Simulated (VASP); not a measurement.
A run of VASP 6.6.1 is set up as follows.

Contents of INCAR:

```
PREC = Accurate
ENCUT = 520
EDIFF = 1E-6
ISMEAR = -1
SIGMA = 0.05
LREAL = F
LASPH = T
NELM = 100
ALGO = Normal
ISIF = 2
LWAVE = F
LCHARG = F
LDIPOL = T
IDIPOL = 3
DIPOL = 0.5 0.5 0.314
NBANDS = 11
```

KPOINTS

```
Automatic mesh
0
Gamma
  12 12 1
```

File POSCAR:

```
BN
1.0
    2.5120600000     -0.0042300000      0.0000000000
   -1.2523700000      2.1776200000      0.0000000000
    0.0000000000      0.0000000000     23.9016000000
B N
1 1
Direct
    0.9940400000      0.9945700000      0.3137900000
    0.6607100000      0.3279100000      0.3137900000
```

Potentials or basis: VASP PAW LDA potentials, release 64 (B, N).

The run is started by

```bash
$ cat potpaw_LDA.64/B/POTCAR potpaw_LDA.64/N/POTCAR > POTCAR
$ mpirun -np 1 vasp_std > vasp.out
```

(1) Estimate the band gap on the k mesh.

## Answers

(1) 4.53 eV.
